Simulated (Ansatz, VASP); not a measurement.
## Two plane-wave programs on Al2O3

```
Al O
1.0
     2.92759    0.00000    0.00000
    -1.46379    2.53537    0.00000
     0.00000    0.00000    9.19670
Al O
2 3
Direct
  0.00000 0.00000 0.14999
  0.00000 0.00000 0.85001
  0.33333 0.66667 0.22232
  0.66667 0.33333 0.00000
  0.33333 0.66667 0.77768
```

Change from the starting cell: strain +0.015 along x and y, -0.015 along z, atoms carried along.

Alike in both runs: task single point; functional PBE; dispersion D3(BJ); k mesh 12 × 12 × 4; occupations gaussian, width 0.05 eV; no spin polarisation.

|  | VASP | Ansatz |
| --- | --- | --- |
| version | VASP 6.6.1 | Ansatz 0.2.0 |
| potentials or method | VASP PAW PBE potentials, release 64 (Al, O), cutoff 520 eV | scalar-relativistic, plane waves, PAW |
| valence electrons in the cell | 24 | 24 |

```csv
,VASP,Ansatz,Ansatz less VASP
gap on the k mesh at the Fermi level (eV),4.37,4.39,+0.020
least direct gap on the mesh (eV),4.59,4.61,+0.018
pressure (GPa),-5.0,-5.0,+0.02
"traceless stress, the component that is largest in VASP (GPa)",5.55,5.74,+0.191
rms of the force components (eV/Å),0.155,0.139,-0.0151
```

Atom by atom the forces differ by 0.016 eV/Å (rms over components). Ansatz's warnings: xc potential rough in thin density.
